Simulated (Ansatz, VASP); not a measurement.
# Two plane-wave programs on AlC

```
Al C
1.0
     2.71811    0.00000    0.00000
     0.00000    2.71811    0.00000
     0.00000    0.00000    7.61260
Al C
2 2
Direct
  0.00000 0.50000 0.88349
  0.50000 0.00000 0.11651
  0.00000 0.50000 0.37325
  0.50000 0.00000 0.62675
```

Change from the starting cell: species swapped into the TiAg type (P4/nmm, No. 129).

Alike in both runs: task relaxation of cell and atoms; functional PBE; k mesh 6 × 6 × 2; occupations gaussian, width 0.1 eV; no spin polarisation.

|  | VASP | Ansatz |
| --- | --- | --- |
| version | VASP 6.6.1 | Ansatz 0.2.0 |
| potentials or method | VASP PAW PBE potentials, release 64 (Al, C), cutoff 600 eV | scalar-relativistic, plane waves, PAW |
| valence electrons in the cell | 14 | 14 |

```csv
,VASP,Ansatz,Ansatz less VASP
"gap on the k mesh at the Fermi level, each at its own relaxed structure (eV)",none,none,-
relaxed volume (Å³/atom),9.75,9.78,+0.023
relaxed cell length with the largest relative difference (Å),3.043,3.046,+0.0029
```

A gap of «none» marks a metal or a gap that the smearing closes.

The k mesh is coarse, so the values compare programs but aren't converged. Noted on VASP's run: the volume moved by over 15 % at a fixed basis, so the end points are rough.
